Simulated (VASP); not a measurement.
KPt, 2 atoms in the cell. The structure is hexagonal, space group P-6m2 (No. 187). Conventional cell: a = 3.001 Å, b = 3.001 Å, c = 5.346 Å, α = 90.00°, β = 90.00°, γ = 120.00°. Within 4.0 Å of Pt (site symmetry -6m2) lie 6 Pt at 3.00 Å and 6 K at 3.19 Å. Within 4.0 Å of K (site symmetry -6m2) lie 6 K at 3.00 Å and 6 Pt at 3.19 Å. 

```yaml
Program: VASP 6.6.1
Task: single point
Functional: RPBE
Potentials_or_basis: VASP PAW PBE potentials, release 64 (Pt, K_sv)
Cutoff: 520 eV
k_mesh: 10 × 10 × 5
Occupations: gaussian, width 0.02 eV
Spin: no spin polarisation
Dipole_correction: no
Further_INCAR_settings: ALGO = Fast; EDIFF = 1e-06; NBANDS = 16
```

Potentials or basis: VASP PAW PBE potentials, release 64 (Pt, K_sv).

Launch:

```console
$ cat potpaw_PBE.64/Pt/POTCAR potpaw_PBE.64/K_sv/POTCAR > POTCAR
$ mpirun -np 1 vasp_std > vasp.out
```

Hardware: 1 thread of Intel(R) Xeon(R) Platinum 8488C (Sapphire Rapids), with other jobs on the host.

Question: How long does it take, and how much memory?

Answer: Run time: 20 s on 1 thread of Intel(R) Xeon(R) Platinum 8488C (Sapphire Rapids) (shared host), peak memory 0.17 GiB. Counts: scf iterations 16, k points 42.
